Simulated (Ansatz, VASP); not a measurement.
## MgO in VASP and in Ansatz

Contents of INCAR:

```
PREC     = Accurate       # precision mode
ENCUT    = 600            # plane-wave cutoff, eV
EDIFF    = 1E-6           # SCF threshold, eV
ISMEAR   = 0              # smearing method
SIGMA    = 0.02           # smearing width, eV
LREAL    = False          # projectors in reciprocal space
LASPH    = True           # aspherical terms in the spheres
NELM     = 120            # most SCF steps
ALGO     = Normal         # electronic algorithm
ISIF     = 2              # what is computed and relaxed
LWAVE    = False          # write WAVECAR
LCHARG   = True           # write CHGCAR
GGA      = PE             # functional
LELF     = True           # ELF
LVHAR    = True         
NBANDS   = 11             # bands
GGA_COMPAT= False
```

Contents of KPOINTS:

```
regular mesh
0
Gamma
  10 10 10
```

Contents of POSCAR:

```
MgO
1.0
    0.0000000000      2.1268522626      2.1268522626
    2.1268522626      0.0000000000      2.1268522626
    2.1268522626      2.1268522626      0.0000000000
Mg O
1 1
Direct
    0.0000000000      0.0000000000      0.0000000000
    0.5000000000      0.5000000000      0.5000000000
```

Input for Ansatz:

```yaml
crystal:
  lattice:
    - [0.0, 2.1268522626, 2.1268522626]
    - [2.1268522626, 0.0, 2.1268522626]
    - [2.1268522626, 2.1268522626, 0.0]
  atoms:
    - { symbol: Mg, position: [0.0, 0.0, 0.0] }
    - { symbol: O, position: [0.5, 0.5, 0.5] }
basis:
  ecutwfc: 420
kpoints:
  mp_grid: { grid: [10, 10, 10] }
hamiltonian:
  xc: pbe
  pseudopotentials: { kind: paw }
scf:
  occupations: { method: gaussian, width: 0.02 }
  n_extra_bands: 12
output:
  forces: false
  stress: false
  eigenvalues: true
  optics: { e_range: [0, 14], sigma: 0.1, nscf_kmesh: { grid: [15, 15, 15] } }
checkpoint:
  read: start.run
  write: ck
  compress: false
  write_wavefunctions: false
  write_every: 100000
```

Alike in both runs: task single point; functional PBE; k mesh 10 × 10 × 10; occupations gaussian, width 0.02 eV; no spin polarisation.

```csv
,VASP,Ansatz
version,VASP 6.6.1,Ansatz 0.2.0
potentials or method,"VASP PAW PBE potentials, release 64 (Mg, O), cutoff 600 eV","scalar-relativistic, plane waves, PAW"
valence electrons in the cell,8,16
```

Ansatz gave:

* gap on the k mesh at the Fermi level (eV): 4.46
* least direct gap on the mesh (eV): 4.46

Q: Which values does VASP return?

A: gap on the k mesh at the Fermi level (eV): 4.45; least direct gap on the mesh (eV): 4.45.

The functional is the same, so the differences come from potentials, cutoffs and numerics. VASP's potentials hold 8 valence electrons a cell and Ansatz's 16, so a difference there can come from the potentials and not from the codes.
